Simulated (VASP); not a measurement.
The system is Sc3BN2.

```
CELL_PARAMETERS angstrom
4.93305 0.00000 0.00000
-2.46653 4.27215 0.00000
0.00000 0.00000 4.12794
ATOMIC_POSITIONS crystal
Sc 0.50000 0.00000 0.00000
Sc 0.00000 0.50000 0.00000
Sc 0.50000 0.50000 0.00000
B 0.00000 0.00000 0.00000
N 0.00000 0.00000 0.33907
N 0.00000 0.00000 0.66093
```

The cell was generated, and may not be a known phase.

| Item | Value |
| --- | --- |
| Program | VASP 6.6.1 |
| Task | relaxation of cell and atoms |
| Functional | PBE |
| Potentials or basis | VASP PAW PBE potentials, release 64 (Sc_sv, B, N) |
| Cutoff | 600 eV |
| k mesh | 6 × 6 × 4 |
| Occupations | gaussian, width 0.1 eV |
| Spin | no spin polarisation |

At the start: pressure 15.4 GPa; volume 14.50 Å³/atom.

Where does the relaxation end?

Over 13 steps the energy falls by 440.3 meV/atom and the volume is 19.19 Å³/atom (+32.3 %); space group P6/mmm (No. 191, to 0.1 Å) before and after.

Step by step:
```csv
step,energy change (eV),largest force (eV/Å),pressure (GPa),volume (Å³)
1,0.0000,1.2801,15.45,87.00
2,-1.9431,7.8870,4.38,105.11
3,-1.9431,7.8895,4.41,105.12
4,-2.5969,0.2973,-1.49,114.66
5,-2.5994,0.8510,-1.73,115.50
6,-2.5995,0.7122,-1.67,115.29
7,-2.6332,0.3852,-0.99,115.77
8,-2.6403,0.1497,-0.46,116.08
9,-2.6403,0.1375,-0.43,116.10
10,-2.6409,0.0811,-0.33,115.83
11,-2.6410,0.1250,-0.32,115.78
12,-2.6415,0.0503,-0.16,115.44
13,-2.6417,0.0235,-0.01,115.12
```

Final structure:
```
CELL_PARAMETERS angstrom
5.84764 0.00000 0.00000
-2.92382 5.06420 0.00000
0.00000 0.00000 3.88735
ATOMIC_POSITIONS crystal
Sc 0.50000 0.00000 0.00000
Sc 0.00000 0.50000 0.00000
Sc 0.50000 0.50000 0.00000
B 0.00000 0.00000 0.00000
N 0.00000 0.00000 0.33879
N 0.00000 0.00000 0.66121
```

Caveat: the k points lie up to 0.40 Å⁻¹ apart in the final cell, too coarse for converged energies and pressures of a metal; the volume moved by over 15 % at a fixed basis, so the end points are rough.
